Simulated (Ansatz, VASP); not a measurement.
# I: VASP beside Ansatz

INCAR

```
PREC = Accurate
ENCUT = 520
EDIFF = 1E-7
ISMEAR = 0
SIGMA = 0.1
LREAL = F
LASPH = T
NELM = 80
ALGO = Fast
ISIF = 2
LWAVE = F
LCHARG = F
GGA = PE
NBANDS = 18
```

The input KPOINTS:

```
regular mesh
0
Gamma
  4 4 4
```

Contents of POSCAR:

```
I
1.0
    4.9708315429      0.0000000000      0.0000000000
    0.0000000000      4.9708315429      0.0000000000
    0.0000000000      0.0000000000      4.9708315429
I
3
Direct
    0.5000000000      0.0000000000      0.0000000000
    0.0000000000      0.5000000000      0.0000000000
    0.0000000000      0.0000000000      0.5000000000
```

Input for Ansatz:

```yaml
crystal:
  lattice:
    - [4.9708315429, 0.0, 0.0]
    - [0.0, 4.9708315429, 0.0]
    - [0.0, 0.0, 4.9708315429]
  atoms:
    - { symbol: I, position: [0.5, 0.0, 0.0] }
    - { symbol: I, position: [0.0, 0.5, 0.0] }
    - { symbol: I, position: [0.0, 0.0, 0.5] }
basis:
  ecutwfc: 420
kpoints:
  mp_grid: { grid: [4, 4, 4] }
hamiltonian:
  xc: pbe
scf:
  occupations: { method: gaussian, width: 0.1 }
output:
  forces: true
  stress: true
  eigenvalues: true
```

Alike in both runs: task single point; functional PBE; k mesh 4 × 4 × 4; occupations gaussian, width 0.1 eV; no spin polarisation.

|  | VASP | Ansatz |
| --- | --- | --- |
| version | VASP 6.6.1 | Ansatz 0.2.0 |
| potentials or method | VASP PAW PBE potentials, release 64 (I), cutoff 520 eV | scalar-relativistic, plane waves, PAW |
| valence electrons in the cell | 21 | 51 |

Ansatz gave:

```
gap on the k mesh at the Fermi level (eV) : none
pressure (GPa)                            : 1.3
```

Q: Which values does VASP return?

A: gap on the k mesh at the Fermi level (eV): none; pressure (GPa): 1.2.

A gap of «none» marks a metal or a gap that the smearing closes. With one functional, cell and mesh, what is left measures potentials, basis and numerics. VASP's potentials hold 21 valence electrons a cell and Ansatz's 51, so a difference there can come from the potentials and not from the codes.

Neither program's run includes spin-orbit coupling.
